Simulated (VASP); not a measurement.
# NaI (Fm-3m) in VASP: elastic constants with PBE+D3(BJ)

Aim: the elastic constants of NaI with PBE+D3(BJ).

Everything below comes from runs of VASP 6.6.1. Logs are shortened: lines on timing, memory, paths and dates and some standing lists are left out, and cuts for length are marked.

### 1 The cell of the first run

The structure is cubic, space group Fm-3m (No. 225). The conventional cell has a = 6.359 Å, b = 6.359 Å, c = 6.359 Å, α = 90.00°, β = 90.00°, γ = 90.00°. Within 4.2 Å of Na (site symmetry m-3m) lie 6 I at 3.18 Å. I (site symmetry m-3m) has 6 Na at 3.18 Å within 4.2 Å.

### 2 Elastic constants, PBE+D3(BJ)

The input, INCAR:

```
ALGO     = Normal         # electronic algorithm
EDIFF    = 1E-8           # SCF threshold, eV
ENCUT    = 600            # plane-wave cutoff, eV
GGA      = PE             # functional
IBRION   = 6              # ionic algorithm
ISIF     = 3              # what is computed and relaxed
ISMEAR   = 0              # smearing method
IVDW     = 12             # dispersion correction
LASPH    = True           # aspherical terms in the spheres
LCHARG   = False          # write CHGCAR
LREAL    = False          # projectors in reciprocal space
LWAVE    = False          # write WAVECAR
NELM     = 100            # most SCF steps
NFREE    = 2            
NSW      = 1              # ionic steps
POTIM    = 0.015          # step
PREC     = Accurate       # precision mode
SIGMA    = 0.01           # smearing width, eV
```

The input, KPOINTS:

```
k-points
0
Gamma
  8 8 8
```

The input, POSCAR:

```
NaI
1.0
   -2.2483048499      2.2483048499      3.1795731996
    2.2483048499     -2.2483048499      3.1795731996
    2.2483048499      2.2483048499     -3.1795731996
Na I
1 1
Direct
    0.0000000000      0.0000000000      0.0000000000
    0.5000000000      0.5000000000      0.0000000000
```

Potentials or basis: VASP PAW PBE potentials, release 64 (Na_pv, I).

Run with:

```console
cat potpaw_PBE.64/Na_pv/POTCAR potpaw_PBE.64/I/POTCAR > POTCAR
mpirun -np 1 vasp_std > vasp.out
```

OUTCAR:

```text
EDIFF = 1E-8
   ENCUT = 600
   GGA = PE
   IBRION = 6
   ISIF = 3
   ISMEAR = 0
   IVDW = 12
   LASPH = True
   LREAL = False
   NELM = 100
   NFREE = 2
   NSW = 1
   POTIM = 0.015
   PREC = Accurate
 IVDW          = 12

 ion  position               nearest neighbor table
   1  0.000  0.000  0.000-   2 3.18   2 3.18   2 3.18   2 3.18   2 3.18   2 3.18
   2  0.500  0.500  0.000-   1 3.18   1 3.18   1 3.18   1 3.18   1 3.18   1 3.18

  LATTYP: Found a face centered cubic cell.
 ALAT       =     6.3591564107

  Lattice vectors:

 A1 = (   2.2483048499,  -2.2483048499,  -3.1795731996)
 A2 = (   2.2483048499,   2.2483048499,  -3.1795731996)
 A3 = (   4.4966096998,   0.0000000000,   0.0000000000)

Analysis of symmetry for initial positions (statically):
=====================================================================
 Subroutine PRICEL returns:
 Original cell was already a primitive cell.

 Routine SETGRP: Setting up the symmetry group for a
 face centered cubic supercell.

 Subroutine GETGRP returns: Found 48 space group operations
 (whereof 48 operations were pure point group operations)
 out of a pool of 48 trial point group operations.

The static configuration has the point symmetry O_h .

Analysis of symmetry for dynamics (positions and initial velocities):
=====================================================================
 Subroutine PRICEL returns:
 Original cell was already a primitive cell.

 Routine SETGRP: Setting up the symmetry group for a
 face centered cubic supercell.

 Subroutine GETGRP returns: Found 48 space group operations
 (whereof 48 operations were pure point group operations)
 out of a pool of 48 trial point group operations.

The dynamic configuration has the point symmetry O_h .

 Subroutine INISYM returns: Found 48 space group operations
 (whereof 48 operations are pure point group operations),
 and found     1 'primitive' translations

----------------------------------------------------------------------------------------

                                     Primitive cell

  volume of cell :      64.2894

  direct lattice vectors                    reciprocal lattice vectors
    -2.248304850  2.248304850  3.179573200     0.000000000  0.222389771  0.157253810
     2.248304850 -2.248304850  3.179573200     0.222389771  0.000000000  0.157253810
     2.248304850  2.248304850 -3.179573200     0.222389771  0.222389771  0.000000000

  length of vectors
     4.496602621  4.496602621  4.496602621     0.272371017  0.272371017  0.314506630

  position of ions in fractional coordinates (direct lattice)
     0.000000000  0.000000000  0.000000000
     0.500000000  0.500000000  0.000000000

  ion indices of the primitive-cell ions
   primitive index   ion index
                 1           1
                 2           2

----------------------------------------------------------------------------------------

 KPOINTS: k-points

Automatic generation of k-mesh.
 Grid dimensions read from file:
 generate k-points for:    8    8    8

 Generating k-lattice:

  Cartesian coordinates                     Fractional coordinates (reciprocal lattice)
     0.000000000  0.027798721  0.019656726     0.125000000  0.000000000  0.000000000
     0.027798721  0.000000000  0.019656726     0.000000000  0.125000000  0.000000000
     0.027798721  0.027798721  0.000000000     0.000000000  0.000000000  0.125000000

  Length of vectors
     0.034046377  0.034046377  0.039313329

  Shift w.r.t. Gamma in fractional coordinates (k-lattice)
     0.000000000  0.000000000  0.000000000

 Subroutine IBZKPT returns following result:
 ===========================================

 Found     29 irreducible k-points:

 Following reciprocal coordinates:
            Coordinates               Weight
  0.000000  0.000000  0.000000      1.000000
  0.125000  0.000000  0.000000      8.000000
  0.250000  0.000000  0.000000      8.000000
  0.375000  0.000000  0.000000      8.000000
  0.500000  0.000000  0.000000      4.000000
  0.125000  0.125000  0.000000     12.000000
[... 16 lines left out ...]
  0.250000  0.125000  0.125000     48.000000
  0.375000  0.125000  0.125000     24.000000
 [... further k-points ...]
   k-points           NKPTS =     29   k-points in BZ     NKDIM =     29   number of bands    NBANDS=     11
   number of dos      NEDOS =    301   number of ions     NIONS =      2
   total plane-waves  NPLWV =  46656
[... 24 lines left out ...]
   TEBEG  =    0.0;   TEEND  =   0.0 temperature during run
   PSTRESS=    0.0 pullay stress
   NELECT =      14.0000    total number of electrons
   NUPDOWN=      -1.0000    fix difference up-down
   EMIN   =  10.00;   EMAX   =-10.00  energy-range for DOS
   EFERMI =   0.00;   METHOD = LEGACY
   ISMEAR =     0;   SIGMA  =   0.01  broadening in eV -4-tet -1-fermi 0-gaus
   EFERMI_NEDOS =   21; number of points for ismear=-14 and -15
   IALGO  =     38    algorithm
   IMIX   =      4    mixing-type and parameters
     AMIX     =   0.40;   BMIX     =  1.00
     AMIX_MAG =   1.60;   BMIX_MAG =  1.00
  volume/ion in A,a.u.               =      32.14       216.92
  Fermi-wavevector in a.u.,A,eV,Ry     =   0.984928  1.861244 13.198780  0.970083
  Thomas-Fermi vector in A             =   2.116197
   LORBIT       =      0    0 simple, 1 ext, 2 COOP (PROOUT), +10 PAW based schemes
   GGA     = PE    functional components
   LHFCALC =     F    Hartree Fock is set to
   AEXX    =    0.0000 exact exchange contribution
   IVDW    =    12    specifies the selected vdW correction
   LEPSILON=     F    determine dielectric tensor
   LRPA    =     F    only Hartree local field effects (RPA)
 finite differences with symmetry
 non-spin polarized calculation
 Gauss-broadening in eV      SIGMA  =   0.01
  energy-cutoff  :      600.00
  volume of cell :       64.29
 maximum number of plane-waves:      2180
   NGX = 17   NGY = 17   NGZ = 17

--------------------------------------- Ionic step        1  -------------------------------------------

 number of electron      14.0000002 magnetization

 Free energy of the ion-electron system (eV)
  ---------------------------------------------------
  ext. energy  EPLUGINS =         0.00000000
  ---------------------------------------------------
  free energy    TOTEN  =        -5.36477785 eV

  energy without entropy =       -5.36477785  energy(sigma->0) =       -5.36477785

------------------------ aborting loop because EDIFF is reached ----------------------------------------

 Edisp (eV)   -0.53540

 E8    (eV) :    -0.2480
[... 105 lines left out ...]
  FREE ENERGIE OF THE ION-ELECTRON SYSTEM (eV)
  ---------------------------------------------------
  free  energy   TOTEN  =        -5.8985597887 eV

  energy  without entropy=       -5.8985597887  energy(sigma->0) =       -5.89855979

[... ionic steps 4 to 14 ...]

--------------------------------------- Ionic step       15  -------------------------------------------

 number of electron      14.0000003 magnetization

------------------------ aborting loop because EDIFF is reached ----------------------------------------
[... 75 lines left out ...]
--------------------------------------- Ionic step       17  -------------------------------------------

 number of electron      14.0000003 magnetization

 Free energy of the ion-electron system (eV)
  ---------------------------------------------------
  ext. energy  EPLUGINS =         0.00000000
  ---------------------------------------------------
  free energy    TOTEN  =        -5.36464527 eV

  energy without entropy =       -5.36464527  energy(sigma->0) =       -5.36464527

 E-fermi :   1.2332     XC(G=0):  -7.9206

 val. band max:        1.1892008534   @ k =   0.0000   0.0000   0.0000
 cond. band min:       4.9783165045   @ k =   0.0000   0.0000   0.0000
 fundamental gap:      3.7891156511
 Fermi energy:         1.2331739998

 k-point     1 :       0.0000    0.0000    0.0000
  band No.  band energies     occupation
      1     -21.1942      2.00000
      2     -21.1942      2.00000
      3     -21.1942      2.00000
      4      -9.9724      2.00000
      5       1.1891      2.00000
      6       1.1892      2.00000
      7       1.1892      2.00000
      8       4.9783      0.00000
      9       9.1156      0.00000
     10       9.1156      0.00000
     11       9.1157      0.00000
[... 309 lines left out ...]
 k-point    24 :       0.3750    0.1250    0.1250
  band No.  band energies     occupation
      1     -21.1999      2.00000
      2     -21.1962      2.00000
      3     -21.1952      2.00000
      4      -9.5549      2.00000
      5      -0.8936      2.00000
      6       0.1814      2.00000
      7       0.6493      2.00000
      8       7.3857      0.00000
      9       7.5688      0.00000
     10       9.5649      0.00000
     11       9.6535      0.00000

 [... further k-points ...]

------------------------ aborting loop because EDIFF is reached ----------------------------------------

 Edisp (eV)   -0.53540

 E8    (eV) :    -0.2480
[... 25 lines left out ...]
  FREE ENERGIE OF THE ION-ELECTRON SYSTEM (eV)
  ---------------------------------------------------
  free  energy   TOTEN  =        -5.9000422002 eV

  energy  without entropy=       -5.9000422002  energy(sigma->0) =       -5.90004220

 INTERNAL STRAIN TENSORS FROM STRAINED CELLS
 ============================================

 INTERNAL STRAIN TENSOR FOR ION    1 for displacements in x,y,z  (eV/Angst):
          X           Y           Z          XY          YZ          ZX
  --------------------------------------------------------------------------------
  x     0.00000    -0.00000     0.00000     0.00000     0.00000    -0.00000
  y     0.00000     0.00000     0.00000     0.00000    -0.00000    -0.00000
  z     0.00000    -0.00000     0.00000    -0.00000     0.00000     0.00000

 INTERNAL STRAIN TENSORS FROM DISPLACED ATOMS
 ============================================

 INTERNAL STRAIN TENSOR FOR ION    1 for displacements in x,y,z  (eV/Angst):
          X           Y           Z          XY          YZ          ZX
  --------------------------------------------------------------------------------
  x     0.00000     0.00000     0.00000     0.00000     0.00000     0.00000
  y     0.00000     0.00000     0.00000     0.00000     0.00000     0.00000
  z     0.00000     0.00000     0.00000     0.00000     0.00000     0.00000

 INTERNAL STRAIN TENSOR FOR ION    2 for displacements in x,y,z  (eV/Angst):
          X           Y           Z          XY          YZ          ZX
  --------------------------------------------------------------------------------
  x     0.00000     0.00000     0.00000     0.00000     0.00000     0.00000
  y     0.00000     0.00000     0.00000     0.00000     0.00000     0.00000
  z     0.00000     0.00000     0.00000     0.00000     0.00000     0.00000

 Eigenvectors and eigenvalues of the dynamical matrix
 ----------------------------------------------------

   1 f  =    3.860319 THz    24.255097 2PiTHz  128.766366 cm-1    15.964987 meV
             X         Y         Z           dx          dy          dz
      0.000000  0.000000  0.000000     0.000000   -0.920453    0.000000
      0.000000  0.000000  3.179573     0.000000    0.390853    0.000000
[... 21 lines left out ...]
   6 f/i=    0.003267 THz     0.020525 2PiTHz    0.108962 cm-1     0.013510 meV
             X         Y         Z           dx          dy          dz
      0.000000  0.000000  0.000000    -0.090343   -0.380268    0.000005
      0.000000  0.000000  3.179573    -0.212756   -0.895527    0.000012

--------------------------------------------------------------------------------------------------------

 ELASTIC MODULI CONTR FROM IONIC RELAXATION (kBar)
 Direction    XX          YY          ZZ          XY          YZ          ZX
 --------------------------------------------------------------------------------
 XX           0.0000      0.0000      0.0000      0.0000      0.0000      0.0000
 YY           0.0000      0.0000      0.0000      0.0000      0.0000      0.0000
 ZZ           0.0000      0.0000      0.0000      0.0000      0.0000      0.0000
 XY           0.0000      0.0000      0.0000      0.0000      0.0000      0.0000
 YZ           0.0000      0.0000      0.0000      0.0000      0.0000      0.0000
 ZX           0.0000      0.0000      0.0000      0.0000      0.0000      0.0000
 --------------------------------------------------------------------------------

 TOTAL ELASTIC MODULI (kBar)
 Direction    XX          YY          ZZ          XY          YZ          ZX
 --------------------------------------------------------------------------------
 XX         322.5825    173.2958     74.5385      0.0000      0.0000      0.0000
 YY         173.2958    322.5825     74.5385      0.0000      0.0000     -0.0000
 ZZ          74.5385     74.5385    421.3340      0.0000      0.0000      0.0000
 XY           0.0000      0.0000      0.0000    173.4002      0.0000      0.0000
 YZ          -0.0000      0.0000      0.0000      0.0000     74.6429     -0.0000
 ZX          -0.0000      0.0000      0.0000     -0.0000     -0.0000     74.6429
 --------------------------------------------------------------------------------
```

Wall time 22 min (1 thread of Intel Xeon 8259CL, shared host); peak memory 0.38 GiB.

Results:

| Item | Value |
| --- | --- |
| Voigt bulk modulus | 19 GPa |
| Highest phonon frequency at Γ, LO-TO splitting left out | 129 cm⁻¹ |
| Dispersion energy per atom | -0.268 eV |

Phonon frequencies in cm⁻¹ (negative: imaginary):
```
              q point        frequencies
(0.000, 0.000, 0.000)  0 0 0 129 129 129
```

Elastic tensor in Voigt notation (GPa, in the Cartesian axes of the cell as first typed):
```
32 17  7  0  0  0
17 32  7  0  0  0
 7  7 42  0  0  0
 0  0  0  7  0  0
 0  0  0  0  7  0
 0  0  0  0  0 17
```

Clamped-ion elastic tensor (GPa):
```
32 17  7  0  0  0
17 32  7  0  0  0
 7  7 42  0  0  0
 0  0  0  7  0  0
 0  0  0  0  7  0
 0  0  0  0  0 17
```

Caveat: spin-orbit coupling is left out, which moves the levels of the heavy elements.
